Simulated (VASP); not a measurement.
# GaAs (I-4m2) in VASP: further runs, part 2 of 2

VASP 6.6.1. Earlier steps stand in the parts before.

## (6) Single point, LDA (in-plane strain +0.005, then relaxed in part)

Input file INCAR:

```
PREC = Accurate
ENCUT = 520
EDIFF = 1E-6
ISMEAR = 0
SIGMA = 0.01
LREAL = False
LASPH = True
NELM = 80
ALGO = Normal
ISIF = 2
LWAVE = False
LCHARG = False
NBANDS = 16
```

Input file KPOINTS:

```
Automatic mesh
0
Gamma
  8 8 8
```

Input file POSCAR:

```
GaAs
1.0
    2.8154542466      2.8154542466      0.0000000000
   -2.8154542466      2.8154542466      0.0000000000
    0.0000000000      2.8154542466      2.7890891020
Ga As
1 1
Direct
    0.0000000000      0.0000000000      0.0000000000
    0.7500000000      0.2500000000      0.5000000000
```

Potentials or basis: VASP PAW LDA potentials, release 64 (Ga_d, As).

The run is started by

```console
> cat potpaw_LDA.64/Ga_d/POTCAR potpaw_LDA.64/As/POTCAR > POTCAR
> mpirun -np 1 vasp_std > vasp.out
```

OUTCAR:

```text
PREC = Accurate
   ENCUT = 520
   EDIFF = 1E-6
   ISMEAR = 0
   LREAL = False
   LASPH = True
   NELM = 80
   ISIF = 2

 ion  position               nearest neighbor table
   1  0.000  0.000  0.000-   2 2.43   2 2.43   2 2.43   2 2.43
   2  0.750  0.250  0.500-   1 2.43   1 2.43   1 2.43   1 2.43

  LATTYP: Found a body centered tetragonal cell.
 ALAT       =     3.9816535798
 C/A-ratio  =     1.4009702482

  Lattice vectors:

 A1 = (   2.8154542466,   0.0000000000,  -2.7890891020)
 A2 = (  -2.8154542466,   0.0000000000,  -2.7890891020)
 A3 = (   0.0000000000,   2.8154542466,   2.7890891020)

Analysis of symmetry for initial positions (statically):
=====================================================================
 Subroutine PRICEL returns:
 Original cell was already a primitive cell.

 Routine SETGRP: Setting up the symmetry group for a
 body centered tetragonal supercell.

 Subroutine GETGRP returns: Found  8 space group operations
 (whereof  8 operations were pure point group operations)
 out of a pool of 16 trial point group operations.

The static configuration has the point symmetry D_2d.

Analysis of symmetry for dynamics (positions and initial velocities):
=====================================================================
[... 155 lines left out ...]
  free energy    TOTEN  =        -9.63648574 eV

  energy without entropy =       -9.63648574  energy(sigma->0) =       -9.63648574

 E-fermi :   4.0977     XC(G=0): -10.0073

 val. band max:        4.0462793028   @ k =   0.0000   0.0000   0.0000
 cond. band min:       4.5033514332   @ k =   0.0000   0.0000   0.0000
 fundamental gap:      0.4570721305
 Fermi energy:         4.0977379084

 k-point     1 :       0.0000    0.0000    0.0000
  band No.  band energies     occupation
      1     -10.9619      2.00000
      2     -10.9619      2.00000
      3     -10.9597      2.00000
      4     -10.8784      2.00000
      5     -10.8772      2.00000
      6      -8.9106      2.00000
[... 433 lines left out ...]
      3     -10.9415      2.00000
      4     -10.8793      2.00000
      5     -10.8762      2.00000
      6      -7.8245      2.00000
[... 8 lines left out ...]
     15      13.6737      0.00000
     16      15.1194      0.00000

 [... further k-points ...]
[... 5 lines left out ...]
  --------------------------------------------------------------------------------------
  -------------------------------------------------------------------------------------
  Total       -0.0845135     -0.0845135      0.0784593      0.0000000     -0.0000000      0.0000000
  in kB       -3.0622964     -3.0622964      2.8429263      0.0000000     -0.0000000      0.0000000
  external PRESSURE =      -1.0938888 kB  Pullay stress =       0.0000000 kB

 VOLUME and BASIS-vectors are now :
 -----------------------------------------------------------------------------
  energy-cutoff  :      520.00
  volume of cell :       44.22
      direct lattice vectors                 reciprocal lattice vectors
     2.815454247  2.815454247  0.000000000     0.177591236  0.177591236 -0.179269999
    -2.815454247  2.815454247  0.000000000    -0.177591236  0.177591236 -0.179269999
     0.000000000  2.815454247  2.789089102     0.000000000  0.000000000  0.358539998

 POSITION                                       TOTAL-FORCE (eV/Angst)
 -----------------------------------------------------------------------------------
      0.00000      0.00000      0.00000        -0.000000     -0.000000      0.000000
      1.40773      4.22318      1.39454         0.000000      0.000000      0.000000
 -----------------------------------------------------------------------------------
    total drift:                                0.000000     -0.000000     -0.000000

  FREE ENERGIE OF THE ION-ELECTRON SYSTEM (eV)
  ---------------------------------------------------
  free  energy   TOTEN  =        -9.6364857401 eV

  energy  without entropy=       -9.6364857401  energy(sigma->0) =       -9.63648574
```

stdout:

```text
POSCAR found type information on POSCAR GaAs
 POSCAR found :  2 types and       2 ions
 scaLAPACK will be used
 LDA part: xc-table for (Slater(with rela. corr.)+CA(PZ))
 , standard interpolation
 POSCAR, INCAR and KPOINTS ok, starting setup
 FFT: planning ... GRIDC
 FFT: planning ... GRID_SOFT
 FFT: planning ... GRID
 WAVECAR not read
 entering main loop
```

Run time: 22 s. Hardware: 1 thread of AMD EPYC 9R45 (Zen 5), shared host; peak memory 0.15 GiB.

What came out:

| Item | Value |
| --- | --- |
| Free energy | -9.6365 eV |
| Pressure | -0.1 GPa |
| Band gap on the k mesh | 0.46 eV, direct |

Stress tensor (GPa, compression positive):
```
-0.31  0.00  0.00
 0.00 -0.31  0.00
 0.00  0.00  0.28
```

Levels at points of the mesh, in eV from the valence-band top:
```
           k point  band 6  band 7  band 8  band 9  band 10  band 11  band 12  band 13
(0.00, 0.00, 0.00)  -12.96   -0.05   -0.05    0.00     0.46     3.62     3.65     3.65
(0.50, 0.00, 0.00)  -11.13   -6.85   -1.25   -1.18     0.89     4.52     4.59     7.55
(0.50, 0.50, 0.00)  -10.37   -7.03   -2.78   -2.78     1.29     1.53    10.14    10.20
(0.00, 0.00, 0.50)  -10.33   -6.97   -2.85   -2.85     1.23     1.44    10.18    10.18
```

Caveat: the cell differs from its parent crystal (in-plane strain +0.005, then relaxed in part).

## (7) The runs side by side

| cell | gap on the mesh (eV) | pressure (GPa) |
| --- | --- | --- |
| a = 3.922, b = 3.922, c = 3.960 Å, angles 60.3, 60.3, 90.0°, 2 atoms | 0.58 | 1.2 |
| a = 3.942, b = 3.942, c = 3.960 Å, angles 60.2, 60.2, 90.0°, 2 atoms | 0.56 | 0.8 |
| a = 3.942, b = 3.942, c = 3.958 Å, angles 60.1, 60.1, 90.0°, 2 atoms | 0.57 | 0.9 |
| a = 3.982, b = 3.982, c = 3.963 Å, angles 59.8, 59.8, 90.0°, 2 atoms | 0.46 | -0.1 |

Alike in all rows: task single point; level LDA; potentials or basis VASP PAW LDA potentials, release 64 (Ga_d, As); no spin polarisation; k mesh 8 × 8 × 8; cutoff (eV) 520; smearing gaussian 0.01 eV.

Absolute energies hang on the potentials; compare differences alone.
